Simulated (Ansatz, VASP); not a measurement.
Two plane-wave programs on KBr

```
K Br
1.0
     0.00000    3.30225    3.30225
     3.30225    0.00000    3.30225
     3.30225    3.30225    0.00000
K Br
1 1
Direct
  0.00000 0.00000 0.00000
  0.50000 0.50000 0.50000
```

Alike in both runs: task single point; functional PBE; k mesh 4 × 4 × 4; occupations gaussian, width 0.05 eV; no spin polarisation.

|  | VASP | Ansatz |
| --- | --- | --- |
| version | VASP 6.6.1 | Ansatz 0.2.0 |
| potentials or method | VASP PAW PBE potentials, release 64 (K_sv, Br) | plane waves |
| plane-wave cutoff (eV) | 500 | 420 |
| valence electrons in the cell | 16 | 16 |

|  | VASP | Ansatz | Ansatz less VASP |
| --- | --- | --- | --- |
| gap on the k mesh at the Fermi level (eV) | 4.43 | 4.43 | +0.002 |
| pressure (GPa) | 0.7 | 0.7 | -0.03 |

With one functional, cell and mesh, what is left measures potentials, basis and numerics.
